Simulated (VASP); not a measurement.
A run of VASP 6.6.1 is set up as follows.

File INCAR:

```
PREC = Accurate ; ENCUT = 520
EDIFF = 1E-7 ; ISMEAR = 0
SIGMA = 0.05 ; LREAL = False
LASPH = True ; NELM = 100
ALGO = Normal ; ISIF = 2
LWAVE = False ; LCHARG = False
GGA = PS ; NBANDS = 15
```

KPOINTS

```
regular mesh
0
Gamma
  6 6 6
```

Contents of POSCAR:

```
KBr
1.0
    0.0000000000      3.4242000000      3.1608000000
    3.4242000000      0.0000000000      3.1608000000
    3.4242000000      3.4242000000      0.0000000000
K Br
1 1
Direct
    0.0000000000      0.0000000000      0.0000000000
    0.5000000000      0.5000000000      0.5000000000
```

Potentials or basis: VASP PAW PBE potentials, release 64 (K_sv, Br).

The run is started by

```sh
$ cat potpaw_PBE.64/K_sv/POTCAR potpaw_PBE.64/Br/POTCAR > POTCAR
$ mpirun -np 1 vasp_std > vasp.out
```

Question: Estimate the band gap on the k mesh.

Answer: 4.17 eV, direct.

Question: Predict the pressure.

Answer: -0.4 GPa.

Stress tensor (GPa, compression positive):
```
-1.18  0.00  0.00
 0.00 -1.18  0.00
 0.00  0.00  1.17
```

Caveat: the cell differs from its parent crystal (strain +0.040 along x and y, -0.040 along z); the PAW data sets were made with another functional, which shifts forces and pressure a little.
